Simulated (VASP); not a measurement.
# Ti3Si4Ni (P1) in VASP: a series of runs, part 2 of 2

VASP 6.6.1. Earlier steps stand in the parts before.

### Step 3. Single point, PBE

Contents of INCAR:

```
PREC = Accurate
ENCUT = 520
EDIFF = 1E-7
ISMEAR = 0
SIGMA = 0.1
LREAL = F
LASPH = T
NELM = 60
ALGO = Normal
ISIF = 2
LWAVE = F
LCHARG = T
GGA = PE
LELF = T
LVHAR = T
NBANDS = 41
```

Contents of KPOINTS:

```
regular mesh
0
Gamma
  4 4 4
```

Contents of POSCAR:

```
Ti3Si4Ni
1.0
    4.8028964089      0.0000000000      0.0000000000
    0.0052014849      4.8556108009      0.0000000000
    1.0928030720      0.5838045704      4.8316682761
Ti Si Ni
3 4 1
Direct
    0.3624011987      0.1740492622      0.3563685058
    0.7863054094      0.2583152844      0.6941090943
    0.6948865858      0.6551582846      0.0690637040
    0.6209729448      0.7628497841      0.5739031329
    0.8853947737      0.1332114947      0.1917594178
    0.1547369637      0.6672053430      0.3526226704
    0.2524737234      0.4228852092      0.8656072616
    0.2428284006      0.9263253377      0.8965662133
```

Potentials or basis: VASP PAW PBE potentials, release 64 (Ti_sv, Si, Ni).

Run with:

```
$ cat potpaw_PBE.64/Ti_sv/POTCAR potpaw_PBE.64/Si/POTCAR potpaw_PBE.64/Ni/POTCAR > POTCAR
$ mpirun -np 1 vasp_std > vasp.out
```

OUTCAR:

```text
PREC = Accurate
   ENCUT = 520
   EDIFF = 1E-7
   ISMEAR = 0
   LREAL = F
   LASPH = T
   NELM = 60
   ISIF = 2
   GGA = PE

 ion  position               nearest neighbor table
   1  0.362  0.174  0.356-   5 2.48   6 2.59   4 2.60   5 2.61   6 2.66   8 2.76   7 2.76   8 2.87
                             3 2.88   7 2.88
   2  0.786  0.258  0.694-   5 2.59   4 2.62   5 2.63   7 2.67   4 2.71   7 2.72   6 2.81   3 2.81
                             8 2.98   8 3.00
   3  0.695  0.655  0.069-   4 2.57   4 2.58   6 2.67   5 2.68   5 2.74   8 2.78   2 2.81   7 2.83
                             8 2.85   6 2.88   1 2.88   7 2.92
   4  0.621  0.763  0.574-   8 2.35   7 2.51   3 2.57   5 2.57   3 2.58   1 2.60   2 2.62   6 2.62
[... 1283 lines left out ...]
  external PRESSURE =      -1.8505805 kB  Pullay stress =       0.0000000 kB

 VOLUME and BASIS-vectors are now :
 -----------------------------------------------------------------------------
  energy-cutoff  :      520.00
  volume of cell :      112.68
      direct lattice vectors                 reciprocal lattice vectors
     4.802896409  0.000000000  0.000000000     0.208207697 -0.000223039 -0.047064448
     0.005201485  4.855610801  0.000000000     0.000000000  0.205947314 -0.024884362
     1.092803072  0.583804570  4.831668276     0.000000000  0.000000000  0.206967851

 POSITION                                       TOTAL-FORCE (eV/Angst)
 -----------------------------------------------------------------------------------
      2.13092      1.05317      1.72185        -0.014252      0.033799     -0.048918
      4.53641      1.65950      3.35370         0.040244      0.037168     -0.033549
      3.41635      3.22151      0.33369        -0.045041     -0.033020      0.027956
      3.61360      4.03915      2.77291        -0.040271     -0.023570     -0.004777
      4.46271      0.75877      0.92652         0.026809     -0.008884     -0.009285
      1.13200      3.44555      1.70376         0.051666      0.044850      0.008284
      2.16074      2.55871      4.18233        -0.022176     -0.009664      0.032786
      2.15087      5.02129      4.33191         0.003020     -0.040679      0.027502
 -----------------------------------------------------------------------------------
    total drift:                               -0.000180     -0.000273      0.000603

  FREE ENERGIE OF THE ION-ELECTRON SYSTEM (eV)
  ---------------------------------------------------
  free  energy   TOTEN  =       -55.1285096660 eV

  energy  without entropy=      -55.1142144458  energy(sigma->0) =      -55.12136206
```

OSZICAR:

```text
N       E                     dE             d eps       ncg     rms          rms(c)
DAV:   1     0.679251856231E+03    0.67925E+03   -0.28741E+04  2952   0.172E+03
DAV:   2     0.242779940993E+02   -0.65497E+03   -0.63584E+03  2952   0.505E+02
DAV:   3    -0.530956087516E+02   -0.77374E+02   -0.74427E+02  4256   0.158E+02
DAV:   4    -0.623793065940E+02   -0.92837E+01   -0.91871E+01  4752   0.459E+01
[... 11 lines left out ...]
DAV:  16    -0.551285084714E+02   -0.43655E-05   -0.48759E-05  4646   0.461E-02    0.141E-02
DAV:  17    -0.551285104282E+02   -0.19567E-05   -0.68582E-06  4464   0.267E-02    0.103E-02
DAV:  18    -0.551285094057E+02    0.10224E-05   -0.31544E-06  4432   0.231E-02    0.228E-03
DAV:  19    -0.551285096645E+02   -0.25881E-06   -0.21774E-07  2656   0.363E-03    0.139E-03
DAV:  20    -0.551285096660E+02   -0.14752E-08   -0.27094E-08  1920   0.233E-03
   1 F= -.55128510E+02 E0= -.55121362E+02  d E =-.142952E-01
```

Wall time 3.4 min (1 thread of Intel Xeon 6975P-C, shared host); peak memory 0.31 GiB.

Results:

```
Free energy            : -55.1285 eV
Pressure               : -0.2 GPa
Largest force          : 0.069 eV/Å
Band gap on the k mesh : zero (band 31 reaches 9.92 eV, above the bottom of band 32 at 9.74 eV)
```

Forces in eV/Å, atoms in the order of the input:
```
Ti  -0.014  0.034 -0.049
Ti   0.040  0.037 -0.034
Ti  -0.045 -0.033  0.028
Si  -0.040 -0.024 -0.005
Si   0.027 -0.009 -0.009
Si   0.052  0.045  0.008
Si  -0.022 -0.010  0.033
Ni   0.003 -0.041  0.028
```

Spin polarisation is off, so any magnetic state and its effect on volume and gap are missing.

### Step 4. Single point, PBE

Contents of INCAR:

```
SYSTEM = Ti3Si4Ni
ALGO = Normal
EDIFF = 1E-7
ENCUT = 520
GGA = PE
ISIF = 2
ISMEAR = 0
LASPH = .True.
LCHARG = .False.
LREAL = .False.
LWAVE = .False.
NBANDS = 41
NELM = 100
PREC = Accurate
SIGMA = 0.1
```

Contents of KPOINTS:

```
k-points
0
Gamma
  4 4 4
  0 0 0
```

Contents of POSCAR:

```
Ti3Si4Ni
1.0
    4.7971570624      0.0040298683     -0.0004186589
    0.0092693675      4.8639258681      0.0041740110
    1.0915658725      0.5898745875      4.8239389819
Ti Si Ni
3 4 1
Direct
    0.3622666438      0.1757304122      0.3554045115
    0.7873536004      0.2596881073      0.6923472815
    0.6945151426      0.6536254901      0.0693741097
    0.6194664265      0.7625498164      0.5736234155
    0.8852529768      0.1319728014      0.1912154531
    0.1565601580      0.6694149053      0.3544995628
    0.2518714428      0.4219152059      0.8664320280
    0.2427136092      0.9251032613      0.8971036381
```

Run with:

```
$ cat potpaw_PBE.64/Ti_sv/POTCAR potpaw_PBE.64/Si/POTCAR potpaw_PBE.64/Ni/POTCAR > POTCAR
$ mpirun -np 1 vasp_std > vasp.out
```

Run time: 3.1 min. Hardware: 1 thread of Intel Xeon 6975P-C, shared host; peak memory 0.3 GiB.

It converged, with:

```
Free energy            : -55.1312 eV
Pressure               : 0.0 GPa
Largest force          : 0.038 eV/Å
Band gap on the k mesh : zero (band 31 reaches 9.93 eV, above the bottom of band 32 at 9.76 eV)
```

Forces on the atoms (eV/Å):
```
Ti  -0.002  0.010  0.008
Ti   0.000  0.005  0.005
Ti   0.018  0.001  0.003
Si  -0.018  0.003 -0.012
Si   0.008 -0.018 -0.008
Si  -0.010  0.025  0.026
Si   0.003 -0.002 -0.009
Ni   0.001 -0.024 -0.013
```

Stress tensor (GPa, compression positive):
```
 0.00 -0.04 -0.06
-0.04 -0.04 -0.04
-0.06 -0.04  0.07
```

Levels at points of the mesh, in eV from the Fermi level:
| k point | band 28 | band 29 | band 30 | band 31 | band 32 | band 33 | band 34 | band 35 |
| --- | --- | --- | --- | --- | --- | --- | --- | --- |
| (0.00, 0.00, 0.00) | -1.23 | -1.01 | -0.79 | -0.27 | 0.34 | 0.49 | 1.26 | 1.72 |
| (0.50, 0.00, 0.00) | -1.17 | -0.98 | -0.69 | -0.23 | 0.11 | 0.82 | 1.41 | 1.57 |
| (0.00, 0.50, 0.00) | -1.09 | -0.81 | -0.54 | -0.50 | 0.12 | 0.71 | 1.27 | 1.69 |
| (0.50, 0.50, 0.00) | -1.24 | -0.65 | -0.54 | -0.20 | -0.06 | 0.72 | 1.03 | 1.50 |
| (0.00, 0.00, 0.50) | -1.44 | -1.25 | -0.88 | -0.28 | 0.64 | 0.89 | 1.27 | 1.87 |
| (0.50, 0.00, 0.50) | -1.32 | -1.03 | -0.25 | -0.20 | 0.53 | 0.92 | 1.24 | 1.30 |
| (0.00, 0.50, 0.50) | -1.41 | -0.60 | -0.22 | -0.06 | 0.22 | 0.79 | 1.05 | 1.46 |
| (0.50, 0.50, 0.50) | -0.42 | -0.19 | -0.12 | 0.04 | 0.46 | 0.69 | 0.96 | 1.01 |

Spin polarisation is off, so any magnetic state and its effect on volume and gap are missing.

### Step 5. The runs side by side

| task | cell | cutoff (eV) | gap on the mesh (eV) | pressure (GPa) | largest force (eV/Å) |
| --- | --- | --- | --- | --- | --- |
| relaxation of cell and atoms | relaxed from a = 4.803, b = 4.856, c = 4.988 Å, angles 83.3, 77.3, 89.9°, 8 atoms | 600 | none | 0.1 | 0.03 |
| single point | a = 4.803, b = 4.856, c = 4.988 Å, angles 83.3, 77.3, 89.9°, 8 atoms | 520 | none | -0.2 | 0.07 |
| single point | a = 4.797, b = 4.864, c = 4.981 Å, angles 83.1, 77.3, 89.8°, 8 atoms | 520 | none | 0.0 | 0.04 |

Alike in all rows: level PBE; potentials or basis VASP PAW PBE potentials, release 64 (Ti_sv, Si, Ni); no spin polarisation; k mesh 4 × 4 × 4; smearing gaussian 0.1 eV.

Total energies depend on the potentials used, so only differences within one code and one set of settings carry meaning.
